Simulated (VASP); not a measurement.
# H7C6O8 (a cell with a defect) in VASP: further runs, part 4 of 4

VASP 6.6.1. Earlier steps stand in the parts before.

## Step 6: Single point, PBE+D3(BJ)

Contents of INCAR:

```
PREC = Accurate ; ENCUT = 520
EDIFF = 1E-7 ; ISMEAR = -1
SIGMA = 0.05 ; LREAL = Auto
LASPH = T ; NELM = 60
ALGO = Normal ; ISIF = 2
LWAVE = F ; LCHARG = F
GGA = PE ; IVDW = 12
NBANDS = 56
```

Contents of KPOINTS:

```
regular mesh
0
Gamma
  2 2 2
```

Contents of POSCAR:

```
H7C6O8
1.0
    5.2658520000      0.0000000000      0.0000000000
    0.4708210000      5.4317370000      0.0000000000
    2.0503980000      2.5584150000      7.9336630000
H C O
7 6 8
Direct
    0.9142138235      0.2909351005      0.5655521289
    0.0116416514      0.6677553118      0.4311375464
    0.4756347407      0.2527784758      0.3342592192
    0.5524495303      0.5425210654      0.2012059247
    0.5110251146      0.5475453761      0.7800054023
    0.7596500287      0.0490743144      0.9866816879
    0.2828483906      0.9380338861      0.0215159126
    0.7964598390      0.4132512360      0.3738752201
    0.2024124284      0.5631191915      0.6355828323
    0.6340413233      0.3678930042      0.2615689625
    0.3519485855      0.6550882715      0.7406667009
    0.8049786450      0.2508336132      0.1291963120
    0.1973800680      0.7870055164      0.8545107096
    0.9093828862      0.6264605353      0.3351415355
    0.1101195672      0.3412896680      0.6701822349
    0.8098652682      0.2266409051      0.5032984134
    0.1538499021      0.7280947006      0.5079242716
    0.0394223755      0.2582755316      0.1019831571
    0.9600109886      0.7985679603      0.8866774402
    0.6639214418      0.1650145286      0.0458426328
    0.3613623429      0.8248436500      0.9527251158
```

Potentials or basis: VASP PAW PBE potentials, release 64 (H, C, O).

Run with:

```
$ cat potpaw_PBE.64/H/POTCAR potpaw_PBE.64/C/POTCAR potpaw_PBE.64/O/POTCAR > POTCAR
$ mpirun -np 1 vasp_std > vasp.out
```

OUTCAR:

```text
PREC = Accurate
   ENCUT = 520
   EDIFF = 1E-7
   ISMEAR = -1
   LREAL = Auto
   LASPH = T
   NELM = 60
   ISIF = 2
   GGA = PE
   IVDW = 12
 IVDW          = 12

 ion  position               nearest neighbor table
   1  0.914  0.291  0.566-  16 1.00
   2  0.012  0.668  0.431-  14 1.17  17 1.23
   3  0.476  0.253  0.334-  10 1.04
   4  0.552  0.543  0.201-  10 1.04
   5  0.511  0.548  0.780-  11 1.04
[... 675 lines left out ...]
  -------------------------------------------------------------------------------------
  Total       3.77386     3.51155     5.59051    -4.65343    -7.77550    -1.16125
  in kB      26.64500    24.79297    39.47126   -32.85510   -54.89816    -8.19886
  external pressure =       30.30 kB  Pullay stress =        0.00 kB

 VOLUME and BASIS-vectors are now :
 -----------------------------------------------------------------------------
  energy-cutoff  :      520.00
  volume of cell :      226.92
      direct lattice vectors                 reciprocal lattice vectors
     5.265852000  0.000000000  0.000000000     0.189902793 -0.016460705 -0.043770827
     0.470821000  5.431737000  0.000000000     0.000000000  0.184103170 -0.059368833
     2.050398000  2.558415000  7.933663000     0.000000000  0.000000000  0.126045182

 POSITION                                       TOTAL-FORCE (eV/Angst)
 -----------------------------------------------------------------------------------
      6.11070      3.02720      4.48690         1.268539     -0.210810      1.257325
      1.25970      4.73010      3.42050         0.853644      0.042065      0.184041
      3.30900      2.22820      2.65190        -1.498892     -1.333627      1.388260
      3.57710      3.46160      1.59630        -0.766234      1.663555     -1.299807
      4.54810      4.96970      6.18830         1.740194     -0.775561      0.277554
      6.04640      2.79090      7.82800         0.850680     -0.825708     -0.774386
[... 13 lines left out ...]
      3.66780      1.01360      0.36370        -0.614833      0.828577      1.131172
      4.24470      6.91780      7.55860        -0.827804      0.325125     -0.721824
 -----------------------------------------------------------------------------------
    total drift:                                0.001418      0.002703      0.002896

  FREE ENERGIE OF THE ION-ELECTRON SYSTEM (eV)
  ---------------------------------------------------
  free  energy   TOTEN  =      -134.1493307497 eV

  energy  without entropy=     -134.0847189809  energy(sigma->0) =     -134.11702487
```

OSZICAR:

```text
N       E                     dE             d eps       ncg     rms          rms(c)
DAV:   1     0.476682810687E+03    0.47668E+03   -0.40014E+04   896   0.127E+03
DAV:   2    -0.100967966068E+03   -0.57765E+03   -0.55848E+03  1128   0.304E+02
DAV:   3    -0.142497193872E+03   -0.41529E+02   -0.41148E+02  1080   0.856E+01
DAV:   4    -0.143112472617E+03   -0.61528E+00   -0.61362E+00  1112   0.114E+01
DAV:   5    -0.143127398494E+03   -0.14926E-01   -0.14918E-01  1088   0.166E+00    0.214E+01
DAV:   6    -0.133871852189E+03    0.92555E+01   -0.27749E+01  1072   0.227E+01    0.960E+00
DAV:   7    -0.133094064507E+03    0.77779E+00   -0.27052E+00  1168   0.752E+00    0.537E+00
DAV:   8    -0.132905682781E+03    0.18838E+00   -0.84753E-01  1096   0.424E+00    0.191E+00
DAV:   9    -0.132899706177E+03    0.59766E-02   -0.90049E-02  1128   0.159E+00    0.663E-01
DAV:  10    -0.132901182031E+03   -0.14759E-02   -0.17157E-02  1088   0.747E-01    0.228E-01
DAV:  11    -0.132901773357E+03   -0.59133E-03   -0.32906E-03  1032   0.302E-01    0.998E-02
DAV:  12    -0.132902002321E+03   -0.22896E-03   -0.51622E-04  1064   0.135E-01    0.447E-02
DAV:  13    -0.132902072906E+03   -0.70585E-04   -0.14300E-04  1048   0.792E-02    0.181E-02
DAV:  14    -0.132902083004E+03   -0.10097E-04   -0.58684E-05  1072   0.468E-02    0.955E-03
DAV:  15    -0.132902083145E+03   -0.14144E-06   -0.98529E-06  1096   0.186E-02    0.380E-03
DAV:  16    -0.132902083034E+03    0.11132E-06   -0.17493E-06  1104   0.765E-03    0.196E-03
DAV:  17    -0.132902083050E+03   -0.15704E-07   -0.41038E-07   992   0.408E-03
   1 F= -.13414933E+03 E0= -.13411702E+03  d E =-.646118E-01
```

stdout:

```text
POSCAR found type information on POSCAR H C O
 POSCAR found :  3 types and      21 ions
 scaLAPACK will be used
 LDA part: xc-table for (Slater+PW92), standard interpolation
 POSCAR, INCAR and KPOINTS ok, starting setup
 FFT: planning ... GRIDC
 FFT: planning ... GRID_SOFT
 FFT: planning ... GRID
 WAVECAR not read
 entering main loop
```

Run time: 3.1 min. Hardware: 1 thread of Intel Xeon Platinum 8559C (Emerald Rapids), shared host; peak memory 0.33 GiB.

What came out:

- Free energy: -134.1493 eV
- Pressure: 3.0 GPa
- Largest force: 3.824 eV/Å
- Band gap on the k mesh: zero (an odd number of electrons rules out a gap without spin polarisation)
- Dispersion energy per atom: -0.059 eV

Forces on the atoms (eV/Å):
```
H    1.269 -0.211  1.257
H    0.854  0.042  0.184
H   -1.499 -1.334  1.388
H   -0.766  1.664 -1.300
H    1.740 -0.776  0.278
H    0.851 -0.826 -0.774
H   -0.473  0.004 -0.124
C   -1.245  0.467 -2.556
C    0.174 -0.541  1.426
C    2.350 -0.496 -0.336
C   -3.046 -0.543 -0.876
C   -1.493  0.703  0.228
C    2.608 -1.110  0.915
O   -0.717  0.264 -0.515
O    0.881 -0.721  1.523
O   -0.166 -1.017  1.496
O   -0.222  2.880 -2.506
O    1.692 -0.808 -0.244
O   -1.349  1.204  0.126
O   -0.615  0.829  1.131
O   -0.828  0.325 -0.722
```

Stress tensor (GPa, compression positive):
```
 2.66 -3.29 -0.82
-3.29  2.48 -5.49
-0.82 -5.49  3.95
```

Caveat: the k points lie up to 0.61 Å⁻¹ apart, too coarse for converged energies and pressures of a metal; the atoms stand as in a frame of molecular dynamics; an odd number of electrons without spin polarisation forces a metal; a magnetic or distorted state may lie lower.

## Step 7: Single point, PBE+D3(BJ)

Contents of INCAR:

```
SYSTEM = H7C6O8
  PREC = Accurate
  ENCUT = 520
  EDIFF = 1E-7
  ISMEAR = -1
  SIGMA = 0.05
  LREAL = Auto
  LASPH = .True.
  NELM = 100
  ALGO = Normal
  ISIF = 2
  LWAVE = .False.
  LCHARG = .False.
  GGA = PE
  IVDW = 12
  NBANDS = 56
```

Contents of KPOINTS:

```
regular mesh
0
Gamma
  2 2 2
  0 0 0
```

Contents of POSCAR:

```
H7C6O8
1.0
    5.2658520000      0.0000000000      0.0000000000
    0.4708210000      5.4317370000      0.0000000000
    2.0503980000      2.5584150000      7.9336630000
H C O
7 6 8
Direct
    0.9640764710      0.2385897175      0.5532501191
    0.0520428957      0.7510026274      0.4312635916
    0.4825683731      0.2505491444      0.3426664329
    0.5457152025      0.5692174020      0.2063233591
    0.5255027273      0.5557964026      0.7233228838
    0.7687184264      0.0952265296      0.9667917581
    0.2165308201      0.8868484602      0.0370824927
    0.8031843031      0.4169794158      0.3725265366
    0.1876430420      0.5677615898      0.6357719001
    0.6337439397      0.3742415072      0.2571195676
    0.3269618321      0.6166424878      0.7504099935
    0.8018849524      0.2660637427      0.1294988204
    0.2003161837      0.7457943462      0.8663337477
    0.9062372752      0.6336881753      0.3319525924
    0.1515670010      0.3318536305      0.6711023647
    0.8154673936      0.2128493583      0.5043193793
    0.1509094287      0.7767087315      0.5086049155
    0.0375905642      0.2504241654      0.0925423729
    0.9673707987      0.8033254384      0.8859967962
    0.6544715197      0.1682835882      0.0480484235
    0.3464714748      0.8256661774      0.9527377203
```

Run with:

```
$ cat potpaw_PBE.64/H/POTCAR potpaw_PBE.64/C/POTCAR potpaw_PBE.64/O/POTCAR > POTCAR
$ mpirun -np 1 vasp_std > vasp.out
```

It took 2.5 min on 1 thread of Intel Xeon Platinum 8559C (Emerald Rapids), shared host; peak memory 0.33 GiB.

The run converged. Its results:

| Item | Value |
| --- | --- |
| Free energy | -134.4712 eV |
| Pressure | 0.7 GPa |
| Largest force | 3.382 eV/Å |
| Band gap on the k mesh | zero (an odd number of electrons rules out a gap without spin polarisation) |
| Dispersion energy per atom | -0.060 eV |

Forces on the atoms (eV/Å):
```
H   -0.198  0.091  0.559
H   -0.863 -1.113 -0.520
H   -1.057 -0.969  0.328
H    0.225 -0.812 -0.310
H    1.101 -0.153  0.524
H    0.594 -0.656 -0.351
H    0.246  0.207 -0.388
C   -0.827  0.669 -1.798
C    0.645  0.634  0.051
C    1.329  2.205  1.247
C   -0.127  0.342 -0.736
C   -2.072 -1.953 -1.824
C    1.347  1.261  0.644
O   -0.232 -1.004  0.558
O   -1.150 -0.085 -1.386
O    0.666  0.327 -0.289
O    1.031 -0.169  1.669
O    1.385  0.229  0.505
O   -2.057  0.126 -0.028
O   -0.104  1.550  1.370
O    0.117 -0.727  0.175
```

Stress tensor (GPa, compression positive):
```
 5.05  0.18 -0.06
 0.18 -1.89  1.79
-0.06  1.79 -1.01
```

Levels at points of the mesh, in eV from the Fermi level:
```
           k point  band 35  band 36  band 37  band 38  band 39  band 40  band 41  band 42  band 43  band 44
(0.00, 0.00, 0.00)    -2.22    -1.95    -1.73    -1.25    -1.09     0.02     3.26     3.38     4.06     4.58
(0.50, 0.00, 0.00)    -2.20    -2.02    -1.77    -1.29    -1.15     0.02     3.11     3.54     4.11     5.66
(0.00, 0.50, 0.00)    -2.21    -1.95    -1.73    -1.35    -1.08    -0.02     3.30     3.47     3.83     5.21
(0.50, 0.50, 0.00)    -2.17    -2.06    -1.72    -1.32    -1.16    -0.01     3.14     3.64     4.02     5.53
(0.00, 0.00, 0.50)    -2.25    -1.94    -1.76    -1.26    -1.10     0.01     3.28     3.39     4.00     4.92
(0.50, 0.00, 0.50)    -2.26    -2.01    -1.76    -1.27    -1.14     0.01     3.17     3.46     4.13     5.71
(0.00, 0.50, 0.50)    -2.20    -1.95    -1.72    -1.36    -1.08    -0.03     3.30     3.44     3.87     5.24
(0.50, 0.50, 0.50)    -2.19    -2.04    -1.73    -1.31    -1.16    -0.01     3.13     3.60     4.04     5.51
```

Caveat: the k points lie up to 0.61 Å⁻¹ apart, too coarse for converged energies and pressures of a metal; the atoms stand as in a frame of molecular dynamics; an odd number of electrons without spin polarisation forces a metal; a magnetic or distorted state may lie lower.

## Step 8: Overview

| cell | gap on the mesh (eV) | pressure (GPa) | largest force (eV/Å) |
| --- | --- | --- | --- |
| as given, atomic positions A | none | 1.2 | 3.52 |
| as given, atomic positions B | none | 0.1 | 2.10 |
| as given, atomic positions C | none | -1.5 | 3.20 |
| as given, atomic positions D | none | 0.8 | 3.30 |
| as given, atomic positions E | none | 3.0 | 3.82 |
| as given, atomic positions F | none | 0.7 | 3.38 |

Alike in all rows: task single point; level PBE+D3(BJ); potentials or basis VASP PAW PBE potentials, release 64 (H, C, O); no spin polarisation; k mesh 2 × 2 × 2; cutoff (eV) 520; smearing fermi-dirac 0.05 eV.

Caveats: all runs use coarse meshes; an odd number of electrons without spin polarisation forces a metal; a magnetic or distorted state may lie lower; the atoms stand as in a frame of molecular dynamics (at least some runs).

Total energies depend on the potentials used, so only differences within one code and one set of settings carry meaning.
